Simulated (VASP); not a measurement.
WS2 (Tungstenite):

```
W S
1.0
     1.58589    0.91561    6.23748
    -1.58589    0.91561    6.23748
     0.00000   -1.83122    6.23748
W S
1 2
Cartesian
  0.0000 0.0000 0.0125
  0.0000 0.0000 4.6885
  0.0000 0.0000 7.8120
```

Base run:

| Item | Value |
| --- | --- |
| Program | VASP 6.6.1 |
| Functional | PBE |
| Potentials or basis | VASP PAW PBE potentials, release 64 (W_sv, S) |
| Cutoff | 520 eV |
| k mesh | 6 × 6 × 6 |
| Occupations | gaussian, width 0.01 eV |
| Spin | no spin polarisation |

Its results: band gap on the k mesh 1.09 eV, indirect (least direct gap 1.84 eV); pressure 3.2 GPa; largest force 0.202 eV/Å.

**Question.** The run is repeated on the same cell with these changes: functional from PBE to r2SCAN. What comes out?

**Answer.** Band gap on the k mesh 1.20 eV, indirect (least direct gap 1.97 eV); pressure 1.4 GPa; largest force 0.025 eV/Å.

r2SCAN gives the wider gap, since meta-GGAs in the generalised Kohn-Sham scheme recover part of the derivative discontinuity.

Caveats: spin-orbit coupling is left out, which moves the levels of the heavy elements; the PAW data sets were made with another functional, which shifts forces and pressure a little (some runs).

A k mesh can miss the band edges.
